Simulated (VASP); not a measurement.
# TaN: single point with PBE

The system is TaN.

```
CELL_PARAMETERS angstrom
3.10982 0.00000 0.00000
-1.55491 2.69318 0.00000
0.00000 0.00000 5.03689
ATOMIC_POSITIONS crystal
Ta 0.33333 0.66667 0.00000
Ta 0.66667 0.33333 0.50000
N 0.33333 0.66667 0.38500
N 0.66667 0.33333 0.88500
```

```
Program             : VASP 6.6.1
Task                : single point
Functional          : PBE
Potentials or basis : VASP PAW PBE potentials, release 64 (Ta_pv, N)
Cutoff              : 520 eV
k mesh              : 10 × 10 × 6
Occupations         : fermi-dirac, width 0.05 eV
Spin                : no spin polarisation
```

```json
{
  "Pressure": "101.0 GPa",
  "Largest force": "2.223 eV/Å",
  "Band gap on the k mesh": "zero (band 16 reaches 10.28 eV, above the bottom of band 17 at 7.73 eV)"
}
```

Forces on the atoms (eV/Å):
```
Ta   0.000  0.000  2.223
Ta   0.000  0.000  2.223
N    0.000  0.000 -2.223
N    0.000  0.000 -2.223
```

Stress tensor (GPa, compression positive):
```
107.49   0.00   0.00
  0.00 107.49   0.00
  0.00   0.00  87.89
```

Levels at points of the mesh, in eV from the Fermi level:
```csv
k point,band 12,band 13,band 14,band 15,band 16,band 17,band 18,band 19,band 20,band 21
"(0.00, 0.00, 0.00)",-7.55,-7.55,-7.49,-0.74,-0.74,-0.47,1.98,2.50,2.50,4.47
"(0.50, 0.00, 0.00)",-6.17,-6.12,-5.16,-2.37,-0.99,0.36,1.32,1.86,3.50,4.03
"(0.00, 0.00, 0.50)",-8.07,-8.07,-8.07,1.14,1.14,1.14,1.14,1.75,1.75,6.31
"(0.50, 0.00, 0.50)",-6.37,-6.30,-6.30,-0.49,-0.49,1.98,1.98,2.11,2.11,4.64
```

Run time: 48 s on 1 thread of Intel(R) Xeon(R) Platinum 8259CL CPU @ 2.50GHz (Skylake/Cascade Lake), on a shared host, peak memory 0.19 GiB.

Caveat: spin-orbit coupling is left out, which moves the levels of the heavy elements; forces of over 1 eV/Å act on the atoms, so gaps and moduli don't describe the material at rest.
